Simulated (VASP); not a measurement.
# In (Im-3m) in VASP: settings compared

In is run at these levels: PBEsol, LDA; tasks: single point.

All numbers are computed with VASP 6.6.1; they aren't measurements. Logs are shortened: lines on timing, memory, paths and dates and some standing lists are left out, and cuts for length are marked.

**1. The cell of the first run**

It takes space group Im-3m (No. 229, cubic). Conventional cell: a = 3.740 Å, b = 3.740 Å, c = 3.740 Å, α = 90.00°, β = 90.00°, γ = 90.00°. Within 4.3 Å of In (site symmetry m-3m) lie 14 In at 3.24 to 3.74 Å.

**2. Single point, PBEsol (volume scaled by 0.98)**

INCAR reads:

```
SYSTEM = In
PREC = Accurate
ENCUT = 520
EDIFF = 1E-6
ISMEAR = -1
SIGMA = 0.05
LREAL = .False.
LASPH = .True.
NELM = 100
ALGO = Fast
ISIF = 2
LWAVE = .False.
LCHARG = .False.
GGA = PS
NBANDS = 12
```

KPOINTS reads:

```
Automatic mesh
0
Gamma
  10 10 10
  0 0 0
```

POSCAR reads:

```
In
1.0
   -1.8698904617      1.8698904617      1.8698904617
    1.8698904617     -1.8698904617      1.8698904617
    1.8698904617      1.8698904617     -1.8698904617
In
1
Direct
    0.0000000000      0.0000000000      0.0000000000
```

Potentials or basis: VASP PAW PBE potentials, release 64 (In_d).

Started as:

```
> cat potpaw_PBE.64/In_d/POTCAR > POTCAR
> mpirun -np 1 vasp_std > vasp.out
```

OUTCAR:

```text
SYSTEM = In
   PREC = Accurate
   ENCUT = 520
   EDIFF = 1E-6
   ISMEAR = -1
   LREAL = .False.
   LASPH = .True.
   NELM = 100
   ISIF = 2
   GGA = PS

 ion  position               nearest neighbor table
   1  0.000  0.000  0.000-

  LATTYP: Found a body centered cubic cell.
 ALAT       =     3.7397809234

  Lattice vectors:

 A1 = (  -1.8698904617,   1.8698904617,   1.8698904617)
 A2 = (   1.8698904617,  -1.8698904617,   1.8698904617)
 A3 = (   1.8698904617,   1.8698904617,  -1.8698904617)

Analysis of symmetry for initial positions (statically):
=====================================================================
 Subroutine PRICEL returns:
 Original cell was already a primitive cell.

 Routine SETGRP: Setting up the symmetry group for a
 body centered cubic supercell.

 Subroutine GETGRP returns: Found 48 space group operations
 (whereof 48 operations were pure point group operations)
 out of a pool of 48 trial point group operations.

The static configuration has the point symmetry O_h .

Analysis of symmetry for dynamics (positions and initial velocities):
=====================================================================
 Subroutine PRICEL returns:
 Original cell was already a primitive cell.

 Routine SETGRP: Setting up the symmetry group for a
 body centered cubic supercell.

 Subroutine GETGRP returns: Found 48 space group operations
 (whereof 48 operations were pure point group operations)
 out of a pool of 48 trial point group operations.

The dynamic configuration has the point symmetry O_h .

 Subroutine INISYM returns: Found 48 space group operations
 (whereof 48 operations are pure point group operations),
 and found     1 'primitive' translations

----------------------------------------------------------------------------------------

                                     Primitive cell

  volume of cell :      26.1522

  direct lattice vectors                    reciprocal lattice vectors
    -1.869890462  1.869890462  1.869890462     0.000000000  0.267395342  0.267395342
     1.869890462 -1.869890462  1.869890462     0.267395342  0.000000000  0.267395342
     1.869890462  1.869890462 -1.869890462     0.267395342  0.267395342  0.000000000

  length of vectors
     3.238745284  3.238745284  3.238745284     0.378154120  0.378154120  0.378154120

  position of ions in fractional coordinates (direct lattice)
     0.000000000  0.000000000  0.000000000

  ion indices of the primitive-cell ions
   primitive index   ion index
                 1           1

----------------------------------------------------------------------------------------

 KPOINTS: Automatic mesh

Automatic generation of k-mesh.
 Grid dimensions read from file:
 generate k-points for:   10   10   10

 Generating k-lattice:

  Cartesian coordinates                     Fractional coordinates (reciprocal lattice)
     0.000000000  0.026739534  0.026739534     0.100000000  0.000000000  0.000000000
     0.026739534  0.000000000  0.026739534     0.000000000  0.100000000  0.000000000
     0.026739534  0.026739534  0.000000000     0.000000000  0.000000000  0.100000000

  Length of vectors
     0.037815412  0.037815412  0.037815412

  Shift w.r.t. Gamma in fractional coordinates (k-lattice)
     0.000000000  0.000000000  0.000000000

 Subroutine IBZKPT returns following result:
 ===========================================

 Found     47 irreducible k-points:

 Following reciprocal coordinates:
            Coordinates               Weight
  0.000000  0.000000  0.000000      1.000000
  0.100000  0.000000  0.000000     12.000000
  0.200000  0.000000  0.000000     12.000000
  0.300000  0.000000  0.000000     12.000000
  0.400000  0.000000  0.000000     12.000000
  0.500000  0.000000  0.000000      6.000000
[... 16 lines left out ...]
  0.300000  0.300000  0.100000      8.000000
 -0.300000  0.300000  0.100000     24.000000
 [... further k-points ...]
   k-points           NKPTS =     47   k-points in BZ     NKDIM =     47   number of bands    NBANDS=     12
   number of dos      NEDOS =    301   number of ions     NIONS =      1
   total plane-waves  NPLWV =  13824
   dimension x,y,z NGX =    24 NGY =   24 NGZ =   24
   dimension x,y,z NGXF=    48 NGYF=   48 NGZF=   48
   ions per type =               1
   NGX,Y,Z   is equivalent  to a cutoff of  12.32, 12.32, 12.32 a.u.
   NGXF,Y,Z  is equivalent  to a cutoff of  24.64, 24.64, 24.64 a.u.
 SYSTEM =  In
   PREC   = accura    normal or accurate (medium, high low for compatibility)
   ISTART =      0    job   : 0-new  1-cont  2-samecut
   ICHARG =      2    charge: 1-file 2-atom 10-const
   ISPIN  =      1    spin polarized calculation?
   LNONCOLLINEAR =      F non collinear calculations
   LSORBIT =      F    spin-orbit coupling
   LASPH  =      T    aspherical Exc in radial PAW
   ENCUT  =  520.0 eV  38.22 Ry    6.18 a.u.   6.02  6.02  6.02*2*pi/ulx,y,z
   NELM   =    100;   NELMIN=  2; NELMDL= -5     # of ELM steps
   EDIFF  = 0.1E-05   stopping-criterion for ELM
   LREAL  =      F    real-space projection
   EDIFFG = 0.1E-04   stopping-criterion for IOM
   NSW    =      0    number of steps for IOM
   IBRION =     -1    ionic relax: 0-MD 1-quasi-New 2-CG
   NFREE  =      0    steps in history (QN), initial steepest desc. (CG)
   ISIF   =      2    stress and relaxation
   ISYM   =      2    0-nonsym 1-usesym 2-fastsym
   POTIM  = 0.5000    time-step for ionic-motion
   TEBEG  =    0.0;   TEEND  =   0.0 temperature during run
   PSTRESS=    0.0 pullay stress
   NELECT =      13.0000    total number of electrons
   NUPDOWN=      -1.0000    fix difference up-down
   EMIN   =  10.00;   EMAX   =-10.00  energy-range for DOS
   EFERMI =   0.00;   METHOD = LEGACY
   ISMEAR =    -1;   SIGMA  =   0.05  broadening in eV -4-tet -1-fermi 0-gaus
   EFERMI_NEDOS =   21; number of points for ismear=-14 and -15
   IALGO  =     68    algorithm
   IMIX   =      4    mixing-type and parameters
     AMIX     =   0.40;   BMIX     =  1.00
     AMIX_MAG =   1.60;   BMIX_MAG =  1.00
  volume/ion in A,a.u.               =      26.15       176.48
  Fermi-wavevector in a.u.,A,eV,Ry     =   1.296840  2.450673 22.882202  1.681794
  Thomas-Fermi vector in A             =   2.428271
   LORBIT       =      0    0 simple, 1 ext, 2 COOP (PROOUT), +10 PAW based schemes
   GGA     = PS    functional components
   LHFCALC =     F    Hartree Fock is set to
   AEXX    =    0.0000 exact exchange contribution
   IVDW    =     0    specifies the selected vdW correction
   LEPSILON=     F    determine dielectric tensor
   LRPA    =     F    only Hartree local field effects (RPA)
 non-spin polarized calculation
 RMM-DIIS sequential band-by-band and
  energy-cutoff  :      520.00
  volume of cell :       26.15
 maximum number of plane-waves:       715
   NGX = 13   NGY = 13   NGZ = 13

 number of electron      12.9999993 magnetization

 Free energy of the ion-electron system (eV)
  ---------------------------------------------------
  ext. energy  EPLUGINS =         0.00000000
  ---------------------------------------------------
  free energy    TOTEN  =        -2.97699190 eV

  energy without entropy =       -2.97151808  energy(sigma->0) =       -2.97425499

 E-fermi :   7.2844     XC(G=0): -10.4090

 val. band max:        7.0309969172   @ k =   0.3000   0.2000   0.0000
 cond. band min:       7.2884832289   @ k =   0.3000   0.3000   0.0000
 fundamental gap:      0.2574863116
 Fermi energy:         7.2844058817

 k-point     1 :       0.0000    0.0000    0.0000
  band No.  band energies     occupation
      1      -7.2320      2.00000
      2      -7.2320      2.00000
      3      -7.2320      2.00000
      4      -6.9506      2.00000
      5      -6.9506      2.00000
      6      -2.2022      2.00000
      7      18.4550      0.00000
      8      18.4550      0.00000
      9      18.4550      0.00000
     10      20.3685      0.00000
     11      20.3685      0.00000
     12      20.3685      0.00000

 k-point     2 :       0.1000    0.0000    0.0000
  band No.  band energies     occupation
      1      -7.2430      2.00000
      2      -7.2225      2.00000
      3      -7.1905      2.00000
      4      -6.9621      2.00000
      5      -6.9510      2.00000
      6      -1.9701      2.00000
      7      16.3258      0.00000
      8      17.4538      0.00000
      9      17.8954      0.00000
     10      19.3578      0.00000
     11      19.6647      0.00000
     12      20.2518      0.00000

 k-point     3 :       0.2000    0.0000    0.0000
  band No.  band energies     occupation
      1      -7.2716      2.00000
      2      -7.2095      2.00000
      3      -7.0797      2.00000
      4      -6.9843      2.00000
      5      -6.9518      2.00000
      6      -1.2646      2.00000
      7      12.8033      0.00000
      8      15.8366      0.00000
      9      16.6880      0.00000
     10      18.5458      0.00000
     11      18.7267      0.00000
     12      20.8319      0.00000
[... 286 lines left out ...]
 k-point    23 :       0.3000    0.3000    0.1000
  band No.  band energies     occupation
      1      -7.2750      2.00000
      2      -7.0687      2.00000
      3      -7.0687      2.00000
      4      -6.9463      2.00000
      5      -6.9463      2.00000
      6       4.7251      2.00000
      7       6.5727      2.00000
      8       6.5727      2.00000
      9      10.8446      0.00000
     10      23.8044      0.00000
     11      23.8044      0.00000
     12      24.5057      0.00000

 k-point    24 :      -0.3000    0.3000    0.1000
  band No.  band energies     occupation
      1      -7.2621      2.00000
      2      -7.1980      2.00000
      3      -7.0241      2.00000
      4      -6.9657      2.00000
      5      -6.9447      2.00000
      6       0.1608      2.00000
      7       9.6404      0.00000
      8      13.5204      0.00000
      9      14.6641      0.00000
     10      18.3404      0.00000
     11      19.2802      0.00000
     12      20.1316      0.00000

 [... further k-points ...]
[... 5 lines left out ...]
  --------------------------------------------------------------------------------------
  -------------------------------------------------------------------------------------
  Total       -0.1002208     -0.1002208     -0.1002208      0.0000000      0.0000000      0.0000000
  in kB       -6.1398782     -6.1398782     -6.1398782      0.0000000      0.0000000      0.0000000
  external PRESSURE =      -6.1398782 kB  Pullay stress =       0.0000000 kB

 VOLUME and BASIS-vectors are now :
 -----------------------------------------------------------------------------
  energy-cutoff  :      520.00
  volume of cell :       26.15
      direct lattice vectors                 reciprocal lattice vectors
    -1.869890462  1.869890462  1.869890462     0.000000000  0.267395342  0.267395342
     1.869890462 -1.869890462  1.869890462     0.267395342  0.000000000  0.267395342
     1.869890462  1.869890462 -1.869890462     0.267395342  0.267395342  0.000000000

 POSITION                                       TOTAL-FORCE (eV/Angst)
 -----------------------------------------------------------------------------------
      0.00000      0.00000      0.00000         0.000000     -0.000000      0.000000
 -----------------------------------------------------------------------------------
    total drift:                               -0.000000      0.000000      0.000000

  FREE ENERGIE OF THE ION-ELECTRON SYSTEM (eV)
  ---------------------------------------------------
  free  energy   TOTEN  =        -2.9769918970 eV

  energy  without entropy=       -2.9715180812  energy(sigma->0) =       -2.97425499
```

It took 21 s on 1 thread of Intel Xeon 8259CL, shared host; peak memory 0.14 GiB.

What came out:

- Free energy: -2.9770 eV
- Pressure: -0.6 GPa

Caveat: the PAW data sets were made with another functional, which shifts forces and pressure a little; spin-orbit coupling is left out, which moves the levels of the heavy elements.

(Part 1 of 2 ends here.)
